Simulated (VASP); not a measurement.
**Y: single point with PBE**

Y:

```xyz
2
Lattice="0.0000 3.5000 3.5000 3.5000 0.0000 3.5000 3.5000 3.5000 0.0000" Properties=species:S:1:pos:R:3 pbc="T T T"
Y     0.0000    0.0000    0.0000
Y     1.7500    1.7500    1.7500
```

This isn't the form of Y at room conditions, which is hcp.

* Program: VASP 6.6.1
* Task: single point
* Functional: PBE
* Potentials or basis: VASP PAW PBE potentials, release 64 (Y_sv)
* Cutoff: 520 eV
* k mesh: 4 × 4 × 4
* Occupations: fermi-dirac, width 0.05 eV
* Spin: no spin polarisation
* Dipole correction: no
* Further INCAR settings: ALGO = Normal; EDIFF = 1e-06; NBANDS = 18

```
Pressure               : 0.1 GPa
Band gap on the k mesh : zero (bands 11 and 12 overlap by 0.78 eV)
```

Levels at points of the mesh, in eV from the Fermi level:
| k point | band 7 | band 8 | band 9 | band 10 | band 11 | band 12 | band 13 | band 14 |
| --- | --- | --- | --- | --- | --- | --- | --- | --- |
| (0.00, 0.00, 0.00) | -22.75 | -22.75 | -3.53 | 0.07 | 0.07 | 0.59 | 0.59 | 0.59 |
| (0.50, 0.00, 0.00) | -22.68 | -22.68 | -1.59 | -0.52 | 0.07 | 0.07 | 0.62 | 0.62 |
| (0.50, 0.50, 0.00) | -22.60 | -22.60 | -0.87 | -0.87 | 0.01 | 0.01 | 0.73 | 0.73 |

Run time: 45 s on 1 thread of Intel Xeon 8259CL, on a shared host, peak memory 0.24 GiB.

Caveat: the k points lie up to 0.39 Å⁻¹ apart, too coarse for converged energies and pressures of a metal.
